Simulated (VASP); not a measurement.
A run of VASP 6.6.1:

Contents of INCAR:

```
SYSTEM = LaHg2
  PREC = Accurate
  ENCUT = 520
  EDIFF = 1E-6
  ISMEAR = -1
  SIGMA = 0.03
  LREAL = .False.
  LASPH = .True.
  NELM = 60
  ALGO = Normal
  ISIF = 2
  LWAVE = .False.
  LCHARG = .False.
  GGA = PS
  NBANDS = 24
```

File KPOINTS:

```
regular mesh
0
Gamma
  10 10 11
  0 0 0
```

The input POSCAR:

```
LaHg2
1.0
    4.9267121256      0.0000000000      0.0000000000
   -2.4633560628      4.2666578579      0.0000000000
    0.0000000000      0.0000000000      3.6255026176
La Hg
1 2
Direct
    0.0000000000      0.0000000000      0.0000000000
    0.3333333333      0.6666666667      0.4500000000
    0.6666666667      0.3333333333      0.5500000000
```

Potentials or basis: VASP PAW PBE potentials, release 64 (La, Hg).

Run with:

```sh
$ cat potpaw_PBE.64/La/POTCAR potpaw_PBE.64/Hg/POTCAR > POTCAR
$ mpirun -np 1 vasp_std > vasp.out
```

Hardware: 1 thread of Intel Xeon 8259CL, with other jobs on the host.

Q: Estimate the wall time of this run.

A: Run time: 5.6 min on 1 thread of Intel Xeon 8259CL, with other jobs on the host, peak memory 0.4 GiB. Counts: scf iterations 15, k points 124.
